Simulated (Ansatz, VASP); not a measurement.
HgTe: VASP beside Ansatz

```
Hg Te
1.0
     0.00000    3.12679    3.12679
     3.12679    0.00000    3.12679
     3.12679    3.12679    0.00000
Hg Te
1 1
Direct
  0.00000 0.00000 0.00000
  0.75000 0.75000 0.75000
```

Change from the starting cell: strain -0.030 along x and y, -0.030 along z, atoms carried along.

Alike in both runs: task single point; functional PBE; k mesh 14 × 14 × 14; occupations gaussian, width 0.15 eV; no spin polarisation.

```csv
,VASP,Ansatz
version,VASP 6.6.1,Ansatz 0.2.0
potentials or method,"VASP PAW PBE potentials, release 64 (Hg, Te), cutoff 520 eV","scalar-relativistic, plane waves, PAW"
valence electrons in the cell,18,36
```

```tsv
	VASP	Ansatz	Ansatz less VASP
gap on the k mesh at the Fermi level (eV)	none	none	-
pressure (GPa)	10.3	10.2	-0.13
```

A gap of «none» marks a metal or a gap that the smearing closes. VASP's potentials hold 18 valence electrons a cell and Ansatz's 36, so a difference there can come from the potentials and not from the codes.

Spin-orbit coupling is off throughout.
